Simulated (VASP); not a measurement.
# Ga (Cmce) in VASP: a series of runs, part 2 of 2

VASP 6.6.1. The steps go on from the part before.

### Step 4. Electric field gradients, PBEsol

This run uses another cell than the first one, of 19.47 Å³/atom.

Contents of INCAR:

```
ALGO = Normal
EDIFF = 1E-8
ENCUT = 520
GGA = PS
ISIF = 2
ISMEAR = -1
LASPH = True
LCHARG = False
LEFG = True
LREAL = False
LWAVE = False
NBANDS = 34
NELM = 60
PREC = Accurate
SIGMA = 0.05
```

Contents of KPOINTS:

```
k-points
0
Gamma
  9 9 8
```

Contents of POSCAR:

```
Ga
1.0
    2.2553500000     -3.8224000000      0.0000000000
    2.2553500000      3.8224000000      0.0000000000
    0.0000000000      0.0000000000      4.5167000000
Ga
4
Direct
    0.1525000000      0.8475000000      0.0785000000
    0.6525000000      0.3475000000      0.4215000000
    0.8475000000      0.1525000000      0.9215000000
    0.3475000000      0.6525000000      0.5785000000
```

Potentials or basis: VASP PAW PBE potentials, release 64 (Ga_d).

On the command line:

```bash
$ cat potpaw_PBE.64/Ga_d/POTCAR > POTCAR
$ mpirun -np 1 vasp_std > vasp.out
```

OUTCAR:

```text
EDIFF = 1E-8
   ENCUT = 520
   GGA = PS
   ISIF = 2
   ISMEAR = -1
   LASPH = True
   LREAL = False
   NELM = 60
   PREC = Accurate

 ion  position               nearest neighbor table
   1  0.153  0.847  0.078-   3 2.44   4 2.71   4 2.71   2 2.74   2 2.74   3 2.79   3 2.79
   2  0.653  0.347  0.422-   4 2.44   3 2.71   3 2.71   1 2.74   1 2.74   4 2.79   4 2.79
   3  0.847  0.153  0.922-   1 2.44   2 2.71   2 2.71   4 2.74   4 2.74   1 2.79   1 2.79
   4  0.347  0.653  0.578-   2 2.44   1 2.71   1 2.71   3 2.74   3 2.74   2 2.79   2 2.79

  LATTYP: Found a base centered orthorhombic cell.
 ALAT       =     4.5107000000
 B/A-ratio  =     1.6948145521
 C/A-ratio  =     1.0013301705

[... 1119 lines left out ...]
 ion       V_xx      V_yy      V_zz      V_xy      V_xz      V_yz
---------------------------------------------------------------------
   1      29.202   -40.762    11.559    -0.000     0.000    26.013
   2      29.202   -40.762    11.559    -0.000     0.000   -26.013
   3      29.202   -40.762    11.559     0.000     0.000    26.013
   4      29.202   -40.762    11.559    -0.000    -0.000   -26.013
---------------------------------------------------------------------

 Electric field gradients after diagonalization (V/A^2)
 (convention: |V_zz| > |V_xx| > |V_yy|)
----------------------------------------------------------------------
 ion       V_xx      V_yy      V_zz     asymmetry (V_yy - V_xx)/ V_zz
----------------------------------------------------------------------
   1      29.202    22.291   -51.493       0.134
   2      29.202    22.291   -51.493       0.134
   3      29.202    22.291   -51.493       0.134
   4      29.202    22.291   -51.493       0.134
----------------------------------------------------------------------

           NMR quadrupolar parameters

 Cq : quadrupolar parameter    Cq=e*Q*V_zz/h
 eta: asymmetry parameters     (V_yy - V_xx)/ V_zz
 Q  : nuclear electric quadrupole moment in mb (millibarn)
----------------------------------------------------------------------
 ion       Cq(MHz)       eta       Q (mb)
----------------------------------------------------------------------
   1      -0.125       0.134       1.000
   2      -0.125       0.134       1.000
   3      -0.125       0.134       1.000
   4      -0.125       0.134       1.000
----------------------------------------------------------------------
```

OSZICAR:

```text
N       E                     dE             d eps       ncg     rms          rms(c)
DAV:   1     0.353925882773E+03    0.35393E+03   -0.25487E+04  8798   0.289E+03
DAV:   2     0.299310616312E+02   -0.32399E+03   -0.31592E+03  8780   0.531E+02
DAV:   3    -0.122027224899E+02   -0.42134E+02   -0.41646E+02  9492   0.151E+02
DAV:   4    -0.135428961894E+02   -0.13402E+01   -0.13338E+01 10018   0.299E+01
DAV:   5    -0.135703831582E+02   -0.27487E-01   -0.27476E-01 10756   0.444E+00    0.272E+00
DAV:   6    -0.134095723797E+02    0.16081E+00   -0.32491E-01 10848   0.781E+00    0.141E+00
DAV:   7    -0.133747998974E+02    0.34772E-01   -0.77592E-02 12424   0.293E+00    0.354E-01
DAV:   8    -0.133715552976E+02    0.32446E-02   -0.16577E-02  9136   0.138E+00    0.474E-02
DAV:   9    -0.133716489846E+02   -0.93687E-04   -0.12014E-03  9698   0.375E-01    0.269E-02
DAV:  10    -0.133716439627E+02    0.50219E-05   -0.24327E-04  9878   0.179E-01    0.564E-03
DAV:  11    -0.133716465263E+02   -0.25637E-05   -0.41521E-05 10122   0.759E-02    0.623E-03
DAV:  12    -0.133716449373E+02    0.15890E-05   -0.15689E-05 10212   0.494E-02    0.770E-04
DAV:  13    -0.133716450558E+02   -0.11846E-06   -0.15565E-06 11174   0.927E-03    0.488E-04
DAV:  14    -0.133716449997E+02    0.56090E-07   -0.79005E-08  9924   0.198E-03    0.160E-04
DAV:  15    -0.133716449847E+02    0.14988E-07   -0.64775E-09  5062   0.814E-04    0.897E-05
DAV:  16    -0.133716449638E+02    0.20918E-07   -0.16010E-09  4814   0.379E-04    0.167E-05
DAV:  17    -0.133716449666E+02   -0.28140E-08   -0.59163E-10  4790   0.240E-04
   1 F= -.13371645E+02 E0= -.13367504E+02  d E =-.828257E-02
```

It took 3.2 min on 1 thread of Intel Xeon 6975P-C (Granite Rapids), shared host; peak memory 0.37 GiB.

Results:

| Quantity | Value |
| --- | --- |
| Free energy | -13.3716 eV |
| Pressure | -1.1 GPa |
| Largest force | 0.436 eV/Å |
| Band gap on the k mesh | zero (bands 26 and 27 overlap by 1.28 eV) |
| Largest electric field gradient by atom | Ga -51.5 V/Å² |

Forces on the atoms (eV/Å):
```
Ga   0.000 -0.420  0.116
Ga   0.000 -0.420 -0.116
Ga   0.000  0.420 -0.116
Ga   0.000  0.420  0.116
```

Electric field gradients, principal values (V/Å²):
```tsv
atom	least	middle	greatest (by size)
1 Ga	22.291	29.202	-51.493
2 Ga	22.291	29.202	-51.493
3 Ga	22.291	29.202	-51.493
4 Ga	22.291	29.202	-51.493
```

Caveat: without QUAD_EFG the Cq values of the log hold for a quadrupole moment of 1 mb, not for the nuclei; the PAW data sets were made with another functional, which shifts forces and pressure a little.

### Step 5. Summary

| cell | gap on the mesh (eV) | pressure (GPa) | largest force (eV/Å) |
| --- | --- | --- | --- |
| a = 4.423, b = 4.423, c = 4.502 Å, angles 90.0, 90.0, 118.9°, 4 atoms | none | -0.6 | 0.44 |
| a = 4.453, b = 4.453, c = 4.532 Å, angles 90.0, 90.0, 118.9°, 4 atoms | none | -1.7 | 0.43 |
| a = 4.438, b = 4.438, c = 4.517 Å, angles 90.0, 90.0, 118.9°, 4 atoms | none | -1.1 | 0.44 |

Alike in all rows: task electric field gradients; level PBEsol; potentials or basis VASP PAW PBE potentials, release 64 (Ga_d); no spin polarisation; k mesh 9 × 9 × 8; cutoff (eV) 520; smearing fermi-dirac 0.05 eV.

Caveats: the PAW data sets were made with another functional, which shifts forces and pressure a little.

Total energies depend on the potentials used, so only differences within one code and one set of settings carry meaning.
